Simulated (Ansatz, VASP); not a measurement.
# One calculation of TiH, two programs

```
CELL_PARAMETERS angstrom
2.87758 0.00000 0.00000
-1.43879 2.49206 0.00000
0.00000 0.00000 5.26329
ATOMIC_POSITIONS crystal
Ti 0.00000 0.00000 0.00000
Ti 0.00000 0.00000 0.50000
H 0.66667 0.33333 0.75000
H 0.33333 0.66667 0.25000
```

Alike in both runs: task single point; functional r2SCAN; k mesh 7 × 7 × 4; no spin polarisation.

```csv
,VASP,Ansatz
version,VASP 6.6.1,Ansatz 0.2.0
potentials or method,"VASP PAW PBE potentials, release 64 (Ti_sv, H), cutoff 520 eV","plane waves, PAW"
occupations,"methfessel-paxton of order 1, width 0.1 eV","cold, width 0.1 eV"
valence electrons in the cell,26,26
```

Ansatz gave:

| Item | Value |
| --- | --- |
| pressure (GPa) | -3.1 |
| traceless stress, the component that is largest in VASP (GPa) | -1.44 |

Estimate VASP's values.

pressure (GPa): -2.6; traceless stress, the component that is largest in VASP (GPa): -1.23.

VASP's potentials were made for PBE, not for r2SCAN.

The k mesh is coarse, so the values compare programs but aren't converged.
